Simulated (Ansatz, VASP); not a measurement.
Two plane-wave programs on Ru

File INCAR:

```
PREC     = Accurate       # precision mode
ENCUT    = 520            # plane-wave cutoff, eV
EDIFF    = 1E-7           # SCF threshold, eV
ISMEAR   = -1             # smearing method
SIGMA    = 0.15           # smearing width, eV
LREAL    = False          # projectors in reciprocal space
LASPH    = True           # aspherical terms in the spheres
NELM     = 150            # most SCF steps
ALGO     = Fast           # electronic algorithm
ISIF     = 2              # what is computed and relaxed
LWAVE    = False          # write WAVECAR
LCHARG   = True           # write CHGCAR
MAGMOM   = 0 0 0 0 0 0    # initial moments
LORBIT   = 11             # projections on sites
LSORBIT  = True           # spin-orbit coupling
GGA_COMPAT= False        
LORBMOM  = True         
LMAXMIX  = 4              # l up to which the mixer works
GGA      = PS             # functional
LVHAR    = True         
NBANDS   = 40             # bands
```

Contents of KPOINTS:

```
regular mesh
0
Gamma
  18 18 10
```

Contents of POSCAR:

```
Ru
1.0
    2.6728495163      0.0000000000      0.0000000000
   -1.3364247582      2.3147555816      0.0000000000
    0.0000000000      0.0000000000      4.2256655112
Ru
2
Direct
    0.3333333333      0.6666666667      0.2500000000
    0.6666666667      0.3333333333      0.7500000000
```

Input for Ansatz:

```yaml
crystal:
  lattice:
    - [2.6728495163, 0.0, 0.0]
    - [-1.3364247582, 2.3147555816, 0.0]
    - [0.0, 0.0, 4.2256655112]
  atoms:
    - { symbol: Ru, position: [0.3333333333, 0.6666666667, 0.25] }
    - { symbol: Ru, position: [0.6666666667, 0.3333333333, 0.75] }
basis:
  ecutwfc: 420
kpoints:
  mp_grid: { grid: [18, 18, 10] }
hamiltonian:
  xc: pbesol
  pseudopotentials: { kind: paw_fr }
scf:
  occupations: { method: fermi_dirac, width: 0.15 }
  mixing: { algorithm: broyden, beta: 0.9 }
output:
  forces: true
  eigenvalues: true
  stress: true
magnetization:
  noncollinear: true
  spin_orbit: true
```

Alike in both runs: task single point; functional PBEsol; k mesh 18 × 18 × 10; occupations fermi-dirac, width 0.15 eV; non-collinear spin, spin-orbit coupling.

|  | VASP | Ansatz |
| --- | --- | --- |
| version | VASP 6.6.1 | Ansatz 0.2.0 |
| potentials or method | VASP PAW PBE potentials, release 64 (Ru_pv), cutoff 520 eV | scalar-relativistic, plane waves, PAW |
| valence electrons in the cell | 28 | 32 |

```csv
,VASP,Ansatz,Ansatz less VASP
pressure (GPa),7.5,7.4,-0.08
net moment per atom (μB),0.00,0.00,0.000
```

VASP's potentials were made for PBE, not for PBEsol. VASP's potentials hold 28 valence electrons a cell and Ansatz's 32, so a difference there can come from the potentials and not from the codes.
